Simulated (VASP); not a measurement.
# ZrN in VASP: single point with PBEsol

Aim: the single point of ZrN with PBEsol.

Everything below comes from runs of VASP 6.6.1. Logs are shortened: lines on timing, memory, paths and dates and some standing lists are left out, and cuts for length are marked.

### 1 The cell of the first run

The cell holds a slab with vacuum, 10 atoms: a = 3.219 Å, b = 3.219 Å, c = 24.104 Å, α = 90.00°, β = 90.00°, γ = 90.00°.

### 2 Single point, PBEsol

Contents of INCAR:

```
SYSTEM = ZrN
ALGO     = Normal         ! electronic algorithm
DIPOL    = 0.5 0.5 0.500
EDIFF    = 1E-6           ! SCF threshold, eV
ENCUT    = 520            ! plane-wave cutoff, eV
GGA      = PS             ! functional
IDIPOL   = 3            
ISIF     = 2              ! what is computed and relaxed
ISMEAR   = 0              ! smearing method
LASPH    = .True.         ! aspherical terms in the spheres
LCHARG   = .False.        ! write CHGCAR
LDIPOL   = .True.       
LREAL    = .False.        ! projectors in reciprocal space
LWAVE    = .False.        ! write WAVECAR
NBANDS   = 54             ! bands
NELM     = 80             ! most SCF steps
PREC     = Accurate       ! precision mode
SIGMA    = 0.1            ! smearing width, eV
```

Contents of KPOINTS:

```
k-points
0
Gamma
  11 11 1
  0 0 0
```

Contents of POSCAR:

```
ZrN
1.0
    3.2188796041      0.0000000000      0.0000000000
    0.0000000000      3.2188796041      0.0000000000
    0.0000000000      0.0000000000     24.1043663836
Zr N
5 5
Direct
    0.5000000000      0.5000000000      0.3111469466
    0.0000000000      0.0000000000      0.4055734733
    0.5000000000      0.5000000000      0.5000000000
    0.0000000000      0.0000000000      0.5944265267
    0.5000000000      0.5000000000      0.6888530534
    0.0000000000      0.0000000000      0.3111469466
    0.5000000000      0.5000000000      0.4055734733
    0.0000000000      0.0000000000      0.5000000000
    0.5000000000      0.5000000000      0.5944265267
    0.0000000000      0.0000000000      0.6888530534
```

Potentials or basis: VASP PAW PBE potentials, release 64 (Zr_sv, N).

Run with:

```console
> cat potpaw_PBE.64/Zr_sv/POTCAR potpaw_PBE.64/N/POTCAR > POTCAR
> mpirun -np 1 vasp_std > vasp.out
```

OUTCAR:

```text
SYSTEM = ZrN
   EDIFF = 1E-6
   ENCUT = 520
   GGA = PS
   ISIF = 2
   ISMEAR = 0
   LASPH = .True.
   LREAL = .False.
   NELM = 80
   PREC = Accurate

 ion  position               nearest neighbor table
   1  0.500  0.500  0.311-   6 2.28   6 2.28   6 2.28   6 2.28   7 2.28   2 3.22   2 3.22   2 3.22
                             2 3.22
   2  0.000  0.000  0.406-   7 2.28   7 2.28   7 2.28   7 2.28   8 2.28   6 2.28   3 3.22   3 3.22
                             3 3.22   3 3.22   1 3.22   1 3.22   1 3.22   1 3.22
   3  0.500  0.500  0.500-   8 2.28   8 2.28   8 2.28   8 2.28   9 2.28   7 2.28   4 3.22   4 3.22
                             2 3.22   4 3.22   2 3.22   2 3.22   4 3.22   2 3.22
   4  0.000  0.000  0.594-   9 2.28   9 2.28   9 2.28   9 2.28   8 2.28  10 2.28   3 3.22   3 3.22
                             3 3.22   3 3.22   5 3.22   5 3.22   5 3.22   5 3.22
   5  0.500  0.500  0.689-  10 2.28  10 2.28  10 2.28  10 2.28   9 2.28   4 3.22   4 3.22   4 3.22
                             4 3.22
   6  0.000  0.000  0.311-   1 2.28   1 2.28   1 2.28   1 2.28   2 2.28
   7  0.500  0.500  0.406-   2 2.28   2 2.28   2 2.28   2 2.28   3 2.28   1 2.28
   8  0.000  0.000  0.500-   3 2.28   3 2.28   3 2.28   3 2.28   4 2.28   2 2.28
   9  0.500  0.500  0.594-   4 2.28   4 2.28   4 2.28   4 2.28   3 2.28   5 2.28
  10  0.000  0.000  0.689-   5 2.28   5 2.28   5 2.28   5 2.28   4 2.28

  LATTYP: Found a simple tetragonal cell.
 ALAT       =     3.2188796041
 C/A-ratio  =     7.4884336627

  Lattice vectors:

 A1 = (   3.2188796041,   0.0000000000,   0.0000000000)
 A2 = (   0.0000000000,   3.2188796041,   0.0000000000)
 A3 = (   0.0000000000,   0.0000000000,  24.1043663836)

Analysis of symmetry for initial positions (statically):
=====================================================================
 Subroutine PRICEL returns:
 Original cell was already a primitive cell.

 Routine SETGRP: Setting up the symmetry group for a
 simple tetragonal supercell.

 Subroutine GETGRP returns: Found 16 space group operations
 (whereof 16 operations were pure point group operations)
 out of a pool of 16 trial point group operations.

The static configuration has the point symmetry D_4h.

Analysis of symmetry for dynamics (positions and initial velocities):
=====================================================================
 Subroutine PRICEL returns:
 Original cell was already a primitive cell.

 Routine SETGRP: Setting up the symmetry group for a
 simple tetragonal supercell.

 Subroutine GETGRP returns: Found 16 space group operations
 (whereof 16 operations were pure point group operations)
 out of a pool of 16 trial point group operations.

The dynamic configuration has the point symmetry D_4h.

 Subroutine INISYM returns: Found 16 space group operations
 (whereof 16 operations are pure point group operations),
 and found     1 'primitive' translations

----------------------------------------------------------------------------------------

                                     Primitive cell

  volume of cell :     249.7498

  direct lattice vectors                    reciprocal lattice vectors
     3.218879604  0.000000000  0.000000000     0.310667103  0.000000000  0.000000000
     0.000000000  3.218879604  0.000000000     0.000000000  0.310667103  0.000000000
     0.000000000  0.000000000 24.104366384     0.000000000  0.000000000  0.041486260

  length of vectors
     3.218879604  3.218879604 24.104366384     0.310667103  0.310667103  0.041486260

  position of ions in fractional coordinates (direct lattice)
     0.500000000  0.500000000  0.311146947
     0.000000000  0.000000000  0.405573473
     0.500000000  0.500000000  0.500000000
     0.000000000  0.000000000  0.594426527
     0.500000000  0.500000000  0.688853053
     0.000000000  0.000000000  0.311146947
     0.500000000  0.500000000  0.405573473
     0.000000000  0.000000000  0.500000000
     0.500000000  0.500000000  0.594426527
     0.000000000  0.000000000  0.688853053

  ion indices of the primitive-cell ions
   primitive index   ion index
                 1           1
                 2           2
                 3           3
                 4           4
                 5           5
                 6           6
                 7           7
                 8           8
                 9           9
                10          10

----------------------------------------------------------------------------------------

 KPOINTS: k-points

Automatic generation of k-mesh.
 Grid dimensions read from file:
 generate k-points for:   11   11    1

 Generating k-lattice:

  Cartesian coordinates                     Fractional coordinates (reciprocal lattice)
     0.028242464  0.000000000  0.000000000     0.090909091  0.000000000  0.000000000
     0.000000000  0.028242464  0.000000000     0.000000000  0.090909091  0.000000000
     0.000000000  0.000000000  0.041486260     0.000000000  0.000000000  1.000000000

  Length of vectors
     0.028242464  0.028242464  0.041486260

  Shift w.r.t. Gamma in fractional coordinates (k-lattice)
     0.000000000  0.000000000  0.000000000

 Subroutine IBZKPT returns following result:
 ===========================================

 Found     21 irreducible k-points:

 Following reciprocal coordinates:
            Coordinates               Weight
  0.000000  0.000000  0.000000      1.000000
  0.090909  0.000000  0.000000      4.000000
  0.181818  0.000000  0.000000      4.000000
  0.272727  0.000000  0.000000      4.000000
  0.363636  0.000000  0.000000      4.000000
  0.454545  0.000000  0.000000      4.000000
[... 13 lines left out ...]
  0.454545  0.363636  0.000000      8.000000
  0.454545  0.454545  0.000000      4.000000
   k-points           NKPTS =     21   k-points in BZ     NKDIM =     21   number of bands    NBANDS=     54
   number of dos      NEDOS =    301   number of ions     NIONS =     10
   total plane-waves  NPLWV = 103680
   dimension x,y,z NGX =    24 NGY =   24 NGZ =  180
   dimension x,y,z NGXF=    48 NGYF=   48 NGZF=  360
   ions per type =               5   5
   NGX,Y,Z   is equivalent  to a cutoff of  12.40, 12.40, 12.41 a.u.
   NGXF,Y,Z  is equivalent  to a cutoff of  24.79, 24.79, 24.83 a.u.
 SYSTEM =  ZrN
   PREC   = accura    normal or accurate (medium, high low for compatibility)
   ISTART =      0    job   : 0-new  1-cont  2-samecut
   ICHARG =      2    charge: 1-file 2-atom 10-const
   ISPIN  =      1    spin polarized calculation?
   LNONCOLLINEAR =      F non collinear calculations
   LSORBIT =      F    spin-orbit coupling
   LASPH  =      T    aspherical Exc in radial PAW
   ENCUT  =  520.0 eV  38.22 Ry    6.18 a.u.   5.98  5.98 44.82*2*pi/ulx,y,z
   NELM   =     80;   NELMIN=  2; NELMDL= -5     # of ELM steps
   EDIFF  = 0.1E-05   stopping-criterion for ELM
   LREAL  =      F    real-space projection
   EDIFFG = 0.1E-04   stopping-criterion for IOM
   NSW    =      0    number of steps for IOM
   IBRION =     -1    ionic relax: 0-MD 1-quasi-New 2-CG
   NFREE  =      0    steps in history (QN), initial steepest desc. (CG)
   ISIF   =      2    stress and relaxation
   ISYM   =      2    0-nonsym 1-usesym 2-fastsym
   POTIM  = 0.5000    time-step for ionic-motion
   TEBEG  =    0.0;   TEEND  =   0.0 temperature during run
   PSTRESS=    0.0 pullay stress
   NELECT =      85.0000    total number of electrons
   NUPDOWN=      -1.0000    fix difference up-down
   EMIN   =  10.00;   EMAX   =-10.00  energy-range for DOS
   EFERMI =   0.00;   METHOD = LEGACY
   ISMEAR =     0;   SIGMA  =   0.10  broadening in eV -4-tet -1-fermi 0-gaus
   EFERMI_NEDOS =   21; number of points for ismear=-14 and -15
   IALGO  =     38    algorithm
   IMIX   =      4    mixing-type and parameters
     AMIX     =   0.40;   BMIX     =  1.00
     AMIX_MAG =   1.60;   BMIX_MAG =  1.00
  volume/ion in A,a.u.               =      24.97       168.54
  Fermi-wavevector in a.u.,A,eV,Ry     =   1.143000  2.159956 17.775305  1.306448
  Thomas-Fermi vector in A             =   2.279696
   LORBIT       =      0    0 simple, 1 ext, 2 COOP (PROOUT), +10 PAW based schemes
   GGA     = PS    functional components
   LHFCALC =     F    Hartree Fock is set to
   AEXX    =    0.0000 exact exchange contribution
   IVDW    =     0    specifies the selected vdW correction
   LEPSILON=     F    determine dielectric tensor
   LRPA    =     F    only Hartree local field effects (RPA)
 non-spin polarized calculation
 Gauss-broadening in eV      SIGMA  =   0.10
  energy-cutoff  :      520.00
  volume of cell :      249.75
 maximum number of plane-waves:      6789
 NGX is ok and might be reduce to    24
   NGX = 11   NGY = 11   NGZ = 89

 dipolmoment           0.000000      0.000000      0.000000 electrons x Angstroem

 number of electron      84.9999987 magnetization

 dipolmoment           0.000000      0.000000     -0.000000 electrons x Angstroem

 Free energy of the ion-electron system (eV)
  ---------------------------------------------------
  ext. energy  EPLUGINS =         0.00000000
  ---------------------------------------------------
  free energy    TOTEN  =      -105.36488153 eV

  energy without entropy =     -105.33443224  energy(sigma->0) =     -105.34965688

 E-fermi :   4.4835     XC(G=0):  -6.9258

 val. band max:        4.4763916200   @ k =   0.2727   0.0000   0.0000
 cond. band min:       4.5130759957   @ k =   0.4545   0.2727   0.0000
 fundamental gap:      0.0366843757
 Fermi energy:         4.4834779834

 k-point     1 :       0.0000    0.0000    0.0000
  band No.  band energies     occupation
      1     -45.1354      2.00000
      2     -45.1351      2.00000
      3     -44.8760      2.00000
      4     -44.7503      2.00000
      5     -44.7073      2.00000
      6     -23.6001      2.00000
[... 46 lines left out ...]
     53       6.4861      0.00000
     54       6.5379      0.00000

 k-point     2 :       0.0909    0.0000    0.0000
  band No.  band energies     occupation
      1     -45.1308      2.00000
      2     -45.1305      2.00000
      3     -44.8695      2.00000
      4     -44.7465      2.00000
      5     -44.7060      2.00000
      6     -23.5857      2.00000
[... 46 lines left out ...]
     53       6.8087      0.00000
     54       6.8286      0.00000

 k-point     3 :       0.1818    0.0000    0.0000
  band No.  band energies     occupation
      1     -45.1184      2.00000
      2     -45.1183      2.00000
      3     -44.8514      2.00000
      4     -44.7364      2.00000
      5     -44.7029      2.00000
      6     -23.5662      2.00000
[... 46 lines left out ...]
     53       6.9508      0.00000
     54       6.9843      0.00000
[... 913 lines left out ...]
 k-point    20 :       0.4545    0.3636    0.0000
  band No.  band energies     occupation
      1     -45.0380      2.00000
      2     -45.0380      2.00000
      3     -44.7391      2.00000
      4     -44.6613      2.00000
      5     -44.6612      2.00000
      6     -23.5227      2.00000
[... 46 lines left out ...]
     53       8.5840      0.00000
     54       8.7243      0.00000

 k-point    21 :       0.4545    0.4545    0.0000
  band No.  band energies     occupation
      1     -45.0306      2.00000
      2     -45.0306      2.00000
      3     -44.7310      2.00000
      4     -44.6537      2.00000
      5     -44.6533      2.00000
      6     -23.5388      2.00000
[... 46 lines left out ...]
     53       8.6681      0.00000
     54       9.0568      0.00000

------------------------ aborting loop because EDIFF is reached ----------------------------------------

 vacuum level on the upper side and lower side of the slab       (xc-potential included)        -0.312        -0.312

  FORCE on cell =-STRESS in cart. coord.  units (eV):
  Direction    XX          YY          ZZ          XY          YZ          ZX
  --------------------------------------------------------------------------------------
  -------------------------------------------------------------------------------------
  Total       -5.3709655     -5.3709655     -3.5052707      0.0000000      0.0000000      0.0000000
  in kB      -34.4554365    -34.4554365    -22.4867637      0.0000000      0.0000000      0.0000000
  external PRESSURE =     -30.4658789 kB  Pullay stress =       0.0000000 kB

 VOLUME and BASIS-vectors are now :
 -----------------------------------------------------------------------------
  energy-cutoff  :      520.00
  volume of cell :      249.75
      direct lattice vectors                 reciprocal lattice vectors
     3.218879604  0.000000000  0.000000000     0.310667103  0.000000000  0.000000000
     0.000000000  3.218879604  0.000000000     0.000000000  0.310667103  0.000000000
     0.000000000  0.000000000 24.104366384     0.000000000  0.000000000  0.041486260

 POSITION                                       TOTAL-FORCE (eV/Angst)
 -----------------------------------------------------------------------------------
      1.60944      1.60944      7.50000        -0.000000      0.000000      1.782617
      0.00000      0.00000      9.77609         0.000000     -0.000000     -0.077959
      1.60944      1.60944     12.05218         0.000000     -0.000000     -0.000000
      0.00000      0.00000     14.32827        -0.000000     -0.000000      0.077959
      1.60944      1.60944     16.60437         0.000000      0.000000     -1.782617
      0.00000      0.00000      7.50000         0.000000     -0.000000     -1.008289
      1.60944      1.60944      9.77609         0.000000     -0.000000     -0.725371
      0.00000      0.00000     12.05218         0.000000     -0.000000     -0.000000
      1.60944      1.60944     14.32827        -0.000000     -0.000000      0.725371
      0.00000      0.00000     16.60437         0.000000     -0.000000      1.008289
 -----------------------------------------------------------------------------------
    total drift:                                0.000000      0.000000     -0.000000

  FREE ENERGIE OF THE ION-ELECTRON SYSTEM (eV)
  ---------------------------------------------------
  free  energy   TOTEN  =      -105.3648815334 eV

  energy  without entropy=     -105.3344322356  energy(sigma->0) =     -105.34965688

 vacuum level on the upper side and lower side of the slab         6.616         6.616
```

It took 10 min on 1 thread of Intel Xeon 8259CL, shared host; peak memory 0.43 GiB.

What came out:

* Free energy: -105.3649 eV
* Largest force: 1.783 eV/Å
* Band gap on the k mesh: zero (an odd number of electrons rules out a gap without spin polarisation)

Forces in eV/Å, atoms in the order of the input:
```
Zr   0.000  0.000  1.783
Zr   0.000  0.000 -0.078
Zr   0.000  0.000  0.000
Zr   0.000  0.000  0.078
Zr   0.000  0.000 -1.783
N    0.000  0.000 -1.008
N    0.000  0.000 -0.725
N    0.000  0.000  0.000
N    0.000  0.000  0.725
N    0.000  0.000  1.008
```

Levels at points of the mesh, in eV from the Fermi level:
| k point | band 38 | band 39 | band 40 | band 41 | band 42 | band 43 | band 44 | band 45 | band 46 | band 47 |
| --- | --- | --- | --- | --- | --- | --- | --- | --- | --- | --- |
| (0.00, 0.00, 0.00) | -2.93 | -2.59 | -2.59 | -2.43 | -2.43 | -2.19 | -1.37 | -0.69 | -0.17 | 0.10 |

Caveat: the PAW data sets were made with another functional, which shifts forces and pressure a little.
